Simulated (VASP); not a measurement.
Input of a VASP 6.6.1 run:

The input INCAR:

```
PREC = Accurate
ENCUT = 520
EDIFF = 1E-6
ISMEAR = 0
SIGMA = 0.1
LREAL = Auto
LASPH = True
NELM = 100
ALGO = Normal
ISIF = 2
LWAVE = False
LCHARG = False
GGA = PE
NBANDS = 32
```

Contents of KPOINTS:

```
Automatic mesh
0
Gamma
  4 4 3
```

Contents of POSCAR:

```
LiBe16
1.0
   -2.2900000000     -3.9663960000      0.0000000000
    3.4350000000     -1.9831980000      0.0000000000
    0.0000000000      0.0000000000      7.1768600000
Be Li
16 1
Direct
    0.7577937376      0.5434163645      0.0069176447
    0.4916257465      0.3446432703      0.2522620624
    0.7269425614      0.3370594063      0.5077698003
    0.4914870797      0.3441409272      0.7626109945
    0.5124273864      0.0280239519      0.0068364502
    0.2621778385      0.8497343412      0.2518875227
    0.5318830974     -0.0566875775      0.5063653345
    0.2619067744      0.8501448648      0.7621248091
    0.2602418082      0.5352971719      0.0071926004
    0.0051296033      0.4055443534      0.2527403071
    0.3248262514      0.5418789435      0.5071937545
    0.0049992942      0.4059665778      0.7610383621
    0.0163977509      0.0496720152      0.0069983780
    0.7673654947      0.9064452670      0.2531150521
   -0.0604004531     -0.2763366586      0.5066891379
    0.7667646801      0.9065766780      0.7602267252
    0.1262332484      0.1324299031      0.5071309644
```

Potentials or basis: VASP PAW PBE potentials, release 64 (Be, Li_sv).

The run is started by

```sh
$ cat potpaw_PBE.64/Be/POTCAR potpaw_PBE.64/Li_sv/POTCAR > POTCAR
$ mpirun -np 1 vasp_std > vasp.out
```

Predict the largest force.

0.028 eV/Å.

Estimate the band gap on the k mesh.

zero (an odd number of electrons rules out a gap without spin polarisation).

Forces on the atoms (eV/Å):
```
Be  -0.002  0.003  0.007
Be  -0.004 -0.003 -0.007
Be   0.016  0.003 -0.007
Be   0.026  0.003 -0.011
Be  -0.002  0.003  0.016
Be   0.014 -0.007  0.001
Be  -0.018  0.001  0.003
Be  -0.004 -0.007  0.005
Be   0.002 -0.008 -0.011
Be  -0.005  0.003  0.008
Be   0.023 -0.012  0.009
Be  -0.008  0.001  0.009
Be  -0.005 -0.004 -0.007
Be  -0.002  0.011 -0.003
Be  -0.017  0.022  0.000
Be  -0.013  0.003  0.000
Li  -0.003 -0.011 -0.013
```

Caveat: the k points lie up to 0.40 Å⁻¹ apart, too coarse for converged energies and pressures of a metal.
